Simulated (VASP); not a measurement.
Crystal: BaCd3Se4.

```xyz
8
Lattice="5.8892 0.0000 0.0000 0.0000 5.8892 0.0000 0.0000 0.0000 5.8892" Properties=species:S:1:pos:R:3 pbc="T T T"
Ba    2.9446    2.9446    2.9446
Cd    2.9446    0.0000    0.0000
Cd    0.0000    2.9446    0.0000
Cd    0.0000    0.0000    2.9446
Se    0.0000    2.9446    2.9446
Se    2.9446    0.0000    2.9446
Se    2.9446    2.9446    0.0000
Se    0.0000    0.0000    0.0000
```

```yaml
Program: VASP 6.6.1
Task: relaxation of cell and atoms
Functional: PBE
Potentials_or_basis: VASP PAW PBE potentials, release 64 (Ba_sv, Cd, Se)
Cutoff: 600 eV
k_mesh: 2 × 2 × 2
Occupations: gaussian, width 0.15 eV
Spin: no spin polarisation
```

At the start: pressure 6.3 GPa; volume 25.53 Å³/atom.

Where does the relaxation end?

Over 3 steps the energy falls by 52.8 meV/atom and the volume is 28.51 Å³/atom (+11.7 %); space group Pm-3m (No. 221, to 0.05 Å).

Step by step:
| step | energy change (eV) | largest force (eV/Å) | pressure (GPa) | volume (Å³) |
| --- | --- | --- | --- | --- |
| 1 | 0.0000 | 0.0000 | 6.27 | 204.26 |
| 2 | -0.3948 | 0.0000 | -1.23 | 235.26 |
| 3 | -0.4226 | 0.0000 | 0.03 | 228.08 |

Final structure:
```yaml
crystal:
  lattice:
    - [6.10986, 0.00000, 0.00000]
    - [0.00000, 6.10986, 0.00000]
    - [0.00000, 0.00000, 6.10986]
  atoms:
    - { symbol: Ba, position: [0.50000, 0.50000, 0.50000] }
    - { symbol: Cd, position: [0.50000, 0.00000, 0.00000] }
    - { symbol: Cd, position: [0.00000, 0.50000, 0.00000] }
    - { symbol: Cd, position: [0.00000, 0.00000, 0.50000] }
    - { symbol: Se, position: [0.00000, 0.50000, 0.50000] }
    - { symbol: Se, position: [0.50000, 0.00000, 0.50000] }
    - { symbol: Se, position: [0.50000, 0.50000, 0.00000] }
    - { symbol: Se, position: [0.00000, 0.00000, 0.00000] }
```

Caveat: the k points lie up to 0.51 Å⁻¹ apart in the final cell.
